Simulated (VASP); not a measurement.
# GaP (F-43m) in VASP: further runs, part 2 of 2

VASP 6.6.1. Earlier steps stand in the parts before.

## Step 4: Single point, revPBE

This run uses another cell than the first one, of 21.26 Å³/atom.

INCAR

```
SYSTEM = GaP
PREC = Accurate
ENCUT = 520
EDIFF = 1E-7
ISMEAR = -1
SIGMA = 0.05
LREAL = .False.
LASPH = .True.
NELM = 100
ALGO = Normal
ISIF = 2
LWAVE = .False.
LCHARG = .False.
GGA = RE
NBANDS = 16
```

KPOINTS

```
regular mesh
0
Gamma
  8 8 8
  0 0 0
```

POSCAR

```
GaP
1.0
    0.0000000000      2.7703808281      2.7703808281
    2.7703808281      0.0000000000      2.7703808281
    2.7703808281      2.7703808281      0.0000000000
Ga P
1 1
Direct
    0.0000000000      0.0000000000      0.0000000000
    0.7500000000      0.7500000000      0.7500000000
```

Potentials or basis: VASP PAW PBE potentials, release 64 (Ga_d, P).

On the command line:

```bash
> cat potpaw_PBE.64/Ga_d/POTCAR potpaw_PBE.64/P/POTCAR > POTCAR
> mpirun -np 1 vasp_std > vasp.out
```

OUTCAR:

```text
SYSTEM = GaP
   PREC = Accurate
   ENCUT = 520
   EDIFF = 1E-7
   ISMEAR = -1
   LREAL = .False.
   LASPH = .True.
   NELM = 100
   ISIF = 2
   GGA = RE

 ion  position               nearest neighbor table
   1  0.000  0.000  0.000-   2 2.40   2 2.40   2 2.40   2 2.40
   2  0.750  0.750  0.750-   1 2.40   1 2.40   1 2.40   1 2.40

  LATTYP: Found a face centered cubic cell.
 ALAT       =     5.5407616562

  Lattice vectors:

 A1 = (   0.0000000000,   2.7703808281,   2.7703808281)
 A2 = (   2.7703808281,   0.0000000000,   2.7703808281)
 A3 = (   2.7703808281,   2.7703808281,   0.0000000000)

Analysis of symmetry for initial positions (statically):
=====================================================================
 Subroutine PRICEL returns:
 Original cell was already a primitive cell.

 Routine SETGRP: Setting up the symmetry group for a
 face centered cubic supercell.

 Subroutine GETGRP returns: Found 24 space group operations
 (whereof 24 operations were pure point group operations)
 out of a pool of 48 trial point group operations.

The static configuration has the point symmetry T_d .

Analysis of symmetry for dynamics (positions and initial velocities):
=====================================================================
 Subroutine PRICEL returns:
 Original cell was already a primitive cell.

 Routine SETGRP: Setting up the symmetry group for a
 face centered cubic supercell.

 Subroutine GETGRP returns: Found 24 space group operations
 (whereof 24 operations were pure point group operations)
 out of a pool of 48 trial point group operations.

The dynamic configuration has the point symmetry T_d .

 Subroutine INISYM returns: Found 24 space group operations
 (whereof 24 operations are pure point group operations),
 and found     1 'primitive' translations

[... 110 lines left out ...]
   EFERMI_NEDOS =   21; number of points for ismear=-14 and -15
   IALGO  =     38    algorithm
   IMIX   =      4    mixing-type and parameters
     AMIX     =   0.40;   BMIX     =  1.00
     AMIX_MAG =   1.60;   BMIX_MAG =  1.00
  volume/ion in A,a.u.               =      21.26       143.49
  Fermi-wavevector in a.u.,A,eV,Ry     =   1.229182  2.322817 20.556885  1.510888
  Thomas-Fermi vector in A             =   2.364079
   LORBIT       =      0    0 simple, 1 ext, 2 COOP (PROOUT), +10 PAW based schemes
   GGA     = RE    functional components
   LHFCALC =     F    Hartree Fock is set to
   AEXX    =    0.0000 exact exchange contribution
   IVDW    =     0    specifies the selected vdW correction
   LEPSILON=     F    determine dielectric tensor
   LRPA    =     F    only Hartree local field effects (RPA)
 non-spin polarized calculation
  energy-cutoff  :      520.00
  volume of cell :       42.53
 maximum number of plane-waves:      1162
 NGX is ok and might be reduce to    30
   NGX = 15   NGY = 15   NGZ = 15

 number of electron      18.0000011 magnetization

 Free energy of the ion-electron system (eV)
  ---------------------------------------------------
  ext. energy  EPLUGINS =         0.00000000
  ---------------------------------------------------
  free energy    TOTEN  =        -8.55344981 eV

  energy without entropy =       -8.55344980  energy(sigma->0) =       -8.55344981

 E-fermi :   5.0032     XC(G=0):  -9.4803

 val. band max:        4.2314179753   @ k =   0.0000   0.0000   0.0000
 cond. band min:       5.7517667982   @ k =   0.0000   0.0000   0.0000
 fundamental gap:      1.5203488229
 Fermi energy:         5.0032414958

 k-point     1 :       0.0000    0.0000    0.0000
  band No.  band energies     occupation
      1     -10.2396      2.00000
      2     -10.2396      2.00000
      3     -10.2396      2.00000
      4     -10.1542      2.00000
      5     -10.1542      2.00000
      6      -7.8780      2.00000
[... 433 lines left out ...]
      3     -10.2031      2.00000
      4     -10.1581      2.00000
      5     -10.1479      2.00000
      6      -5.6006      2.00000
[... 8 lines left out ...]
     15      16.0948      0.00000
     16      16.4950      0.00000

 [... further k-points ...]

------------------------ aborting loop because EDIFF is reached ----------------------------------------

  FORCE on cell =-STRESS in cart. coord.  units (eV):
  Direction    XX          YY          ZZ          XY          YZ          ZX
  --------------------------------------------------------------------------------------
  -------------------------------------------------------------------------------------
  Total       -0.0082992     -0.0082992     -0.0082992     -0.0000000      0.0000000     -0.0000000
  in kB       -0.3126775     -0.3126775     -0.3126775     -0.0000000      0.0000000     -0.0000000
  external PRESSURE =      -0.3126775 kB  Pullay stress =       0.0000000 kB

 VOLUME and BASIS-vectors are now :
 -----------------------------------------------------------------------------
  energy-cutoff  :      520.00
  volume of cell :       42.53
      direct lattice vectors                 reciprocal lattice vectors
     0.000000000  2.770380828  2.770380828    -0.180480602  0.180480602  0.180480602
     2.770380828  0.000000000  2.770380828     0.180480602 -0.180480602  0.180480602
     2.770380828  2.770380828  0.000000000     0.180480602  0.180480602 -0.180480602

 POSITION                                       TOTAL-FORCE (eV/Angst)
 -----------------------------------------------------------------------------------
      0.00000      0.00000      0.00000         0.000000      0.000000      0.000000
      4.15557      4.15557      4.15557        -0.000000     -0.000000     -0.000000
 -----------------------------------------------------------------------------------
    total drift:                               -0.000002     -0.000002     -0.000002

  FREE ENERGIE OF THE ION-ELECTRON SYSTEM (eV)
  ---------------------------------------------------
  free  energy   TOTEN  =        -8.5534498082 eV

  energy  without entropy=       -8.5534498038  energy(sigma->0) =       -8.55344981
```

OSZICAR:

```text
N       E                     dE             d eps       ncg     rms          rms(c)
DAV:   1     0.880491729856E+02    0.88049E+02   -0.90667E+03   944   0.156E+03
DAV:   2    -0.179374041592E+01   -0.89843E+02   -0.85763E+02  1088   0.327E+02
DAV:   3    -0.866599436742E+01   -0.68723E+01   -0.68504E+01  1128   0.682E+01
DAV:   4    -0.878469380754E+01   -0.11870E+00   -0.11867E+00  1200   0.997E+00
DAV:   5    -0.878693892240E+01   -0.22451E-02   -0.22450E-02  1176   0.117E+00    0.448E+00
DAV:   6    -0.856709843409E+01    0.21984E+00   -0.36258E-01  1432   0.972E+00    0.298E+00
DAV:   7    -0.854922778896E+01    0.17871E-01   -0.91654E-02  1176   0.196E+00    0.115E+00
DAV:   8    -0.855222887991E+01   -0.30011E-02   -0.14172E-02  1152   0.140E+00    0.182E-01
DAV:   9    -0.855312571147E+01   -0.89683E-03   -0.16572E-03  1200   0.508E-01    0.103E-01
DAV:  10    -0.855328048190E+01   -0.15477E-03   -0.14777E-04  1224   0.119E-01    0.550E-02
DAV:  11    -0.855344878026E+01   -0.16830E-03   -0.30673E-04  1120   0.117E-01    0.761E-03
DAV:  12    -0.855344868619E+01    0.94070E-07   -0.53471E-06  1120   0.253E-02    0.303E-03
DAV:  13    -0.855344968077E+01   -0.99459E-06   -0.20404E-06  1208   0.105E-02    0.346E-03
DAV:  14    -0.855344980737E+01   -0.12660E-06   -0.14133E-07  1192   0.257E-03    0.247E-03
DAV:  15    -0.855344980818E+01   -0.80672E-09   -0.10760E-08   816   0.102E-03
   1 F= -.85534498E+01 E0= -.85534498E+01  d E =-.434435E-08
```

It took 41 s on 1 thread of Intel Xeon 8259CL, shared host; peak memory 0.17 GiB.

Results:

```
Free energy            : -8.5534 eV
Pressure               : 0.0 GPa
Band gap on the k mesh : 1.52 eV
```

Levels at points of the mesh, in eV from the valence-band top:
```
           k point  band 7  band 8  band 9  band 10  band 11  band 12
(0.00, 0.00, 0.00)    0.00    0.00    0.00     1.52     3.92     3.92
(0.50, 0.00, 0.00)   -6.32   -1.04   -1.04     1.59     4.75     4.75
(0.50, 0.50, 0.00)   -6.49   -2.50   -2.50     1.83     1.92    10.27
```

Caveat: the PAW data sets were made with another functional, which shifts forces and pressure a little.

## Step 5: Relaxation of cell and atoms, PBEsol

This run uses another cell than the first one, of 20.24 Å³/atom.

INCAR

```
SYSTEM = GaP
PREC = Accurate
ENCUT = 600
EDIFF = 1E-6
ISMEAR = -1
SIGMA = 0.05
LREAL = .False.
LASPH = .True.
NELM = 100
ALGO = Normal
ISIF = 3
LWAVE = .False.
LCHARG = .False.
GGA = PS
IBRION = 2
NSW = 80
EDIFFG = -0.005
```

KPOINTS

```
Automatic mesh
0
Gamma
  6 6 6
  0 0 0
```

POSCAR

```
GaP
1.0
    0.0000000000      2.7252500000      2.7252500000
    2.7252500000      0.0000000000      2.7252500000
    2.7252500000      2.7252500000      0.0000000000
Ga P
1 1
Direct
    0.0000000000      0.0000000000      0.0000000000
    0.7500000000      0.7500000000      0.7500000000
```

On the command line:

```bash
> cat potpaw_PBE.64/Ga_d/POTCAR potpaw_PBE.64/P/POTCAR > POTCAR
> mpirun -np 1 vasp_std > vasp.out
```

It took 31 s on 1 thread of Intel Xeon 8259CL, shared host; peak memory 0.19 GiB.

It converged, with:

```
Free energy                           : -9.9063 eV
Relaxed volume                        : 20.10 Å³/atom
Relaxed cell                          : a = 3.845 Å, b = 3.845 Å, c = 3.845 Å, α = 60.00°, β = 60.00°, γ = 60.00°
Space group after relaxing (to 0.1 Å) : F-43m (No. 216)
Energy gained by relaxing             : 0.3 meV/atom
Ionic steps                           : 3
Pressure after relaxing               : 0.0 GPa
Band gap on the k mesh                : 1.50 eV (least direct gap 1.81 eV)
```

The path:
| step | energy change (eV) | largest force (eV/Å) | pressure (GPa) | volume (Å³) |
| --- | --- | --- | --- | --- |
| 1 | 0.0000 | 0.0000 | -0.61 | 40.48 |
| 2 | -0.0004 | 0.0000 | 0.42 | 40.03 |
| 3 | -0.0006 | 0.0000 | -0.03 | 40.19 |

Final structure:
```
CELL_PARAMETERS angstrom
0.00000 2.71871 2.71871
2.71871 0.00000 2.71871
2.71871 2.71871 0.00000
ATOMIC_POSITIONS crystal
Ga 0.00000 0.00000 0.00000
P 0.75000 0.75000 0.75000
```

Levels at points of the mesh, in eV from the valence-band top:
```csv
k point,band 6,band 7,band 8,band 9,band 10,band 11,band 12,band 13
"(0.00, 0.00, 0.00)",-12.58,0.00,0.00,0.00,1.81,3.82,3.82,3.82
"(0.50, 0.00, 0.00)",-10.46,-6.74,-1.14,-1.14,1.60,4.64,4.64,8.10
"(0.50, 0.50, 0.00)",-9.54,-6.85,-2.74,-2.74,1.50,1.70,10.60,10.60
```

Caveat: the PAW data sets were made with another functional, which shifts forces and pressure a little.

## Step 6: Single point, PBEsol, non-collinear spin, zero start, spin-orbit coupling

This run uses another cell than the first one, of 20.11 Å³/atom.

INCAR

```
SYSTEM = GaP
ALGO = Normal
EDIFF = 1E-6
ENCUT = 520
GGA = PS
GGA_COMPAT = .FALSE.
ISIF = 2
ISMEAR = -1
LASPH = .TRUE.
LCHARG = .FALSE.
LORBIT = 11
LORBMOM = .TRUE.
LREAL = .FALSE.
LSORBIT = .TRUE.
LWAVE = .FALSE.
MAGMOM = 0 0 0 0 0 0
NBANDS = 30
NELM = 150
PREC = Accurate
SIGMA = 0.05
```

KPOINTS

```
k-points
0
G
  6 6 6
  0 0 0
```

POSCAR

```
GaP
1.0
    0.0000000000      2.7192171901      2.7192171901
    2.7192171901      0.0000000000      2.7192171901
    2.7192171901      2.7192171901      0.0000000000
Ga P
1 1
Direct
    0.0000000000      0.0000000000      0.0000000000
    0.7500000000      0.7500000000      0.7500000000
```

Potentials or basis: VASP PAW PBE potentials, release 64 (Ga_d, P).

On the command line:

```bash
> cat potpaw_PBE.64/Ga_d/POTCAR potpaw_PBE.64/P/POTCAR > POTCAR
> mpirun -np 1 vasp_ncl > vasp.out
```

Run time: 1.8 min. Hardware: 1 thread of Intel Xeon 8259CL, shared host; peak memory 0.29 GiB.

It converged, with:

- Free energy: -9.9125 eV
- Pressure: -0.2 GPa
- Net moment: 0.00 μB per cell
- Valence electrons inside the program's atomic spheres: Ga 11.74; P 2.53

Moments on the atoms (μB; x, y, z):
```
Ga  0.00 0.00 0.00
P   0.00 0.00 0.00
```

Caveat: the PAW data sets were made with another functional, which shifts forces and pressure a little.

## Step 7: Overview

```tsv
task	level	spin	cell	k mesh	cutoff (eV)	gap on the mesh (eV)	pressure (GPa)
single point	PBE	off	a = 3.892 Å, angles 60.0°, 2 atoms	8 × 8 × 8	520	1.58	0.0
single point	RPBE	off	a = 3.927 Å, angles 60.0°, 2 atoms	8 × 8 × 8	520	1.49	0.0
single point	revPBE	off	a = 3.918 Å, angles 60.0°, 2 atoms	8 × 8 × 8	520	1.52	0.0
relaxation of cell and atoms	PBEsol	off	relaxed from a = 3.854 Å, angles 60.0°, 2 atoms	6 × 6 × 6	600	1.50	0.0
single point	PBEsol	non-collinear, zero start, SOC	a = 3.846 Å, angles 60.0°, 2 atoms	6 × 6 × 6	520	-	-0.2
```

Alike in all rows: potentials or basis VASP PAW PBE potentials, release 64 (Ga_d, P); smearing fermi-dirac 0.05 eV.

Caveats: the PAW data sets were made with another functional, which shifts forces and pressure a little (at least some runs).

Absolute energies hang on the potentials; compare differences alone.

## Step 8: Comparison with measurements

Step 2. Against the measured gap of GaP, 2.34 eV (indirect; 10 K; quoted in “Stacking defects in GaP nanowires: Electronic structure and optical properties”, 2018, arxiv:1810.01194), the calculated 1.58 eV is off by -0.76 eV. Spin-orbit coupling on Ga is left out. The value is that of PBE on a finite k mesh, which can miss the band edges, without temperature or zero-point motion. Semilocal functionals fall short of measured gaps as a rule.

Step 3. Against the measured gap of GaP, 2.34 eV (indirect; 10 K; quoted in “Stacking defects in GaP nanowires: Electronic structure and optical properties”, 2018, arxiv:1810.01194), the calculated 1.49 eV is off by -0.85 eV. Spin-orbit coupling on Ga is left out. The value is that of RPBE on a finite k mesh, which can miss the band edges, without temperature or zero-point motion. Semilocal functionals fall short of measured gaps as a rule.

Step 4. A measured gap of GaP is 2.34 eV (indirect; 10 K; quoted in “Stacking defects in GaP nanowires: Electronic structure and optical properties”, 2018, arxiv:1810.01194); the calculated 1.52 eV misses it by -0.82 eV. Spin-orbit coupling on Ga is left out. The value is that of revPBE on a finite k mesh, which can miss the band edges, without temperature or zero-point motion. Semilocal functionals fall short of measured gaps as a rule.
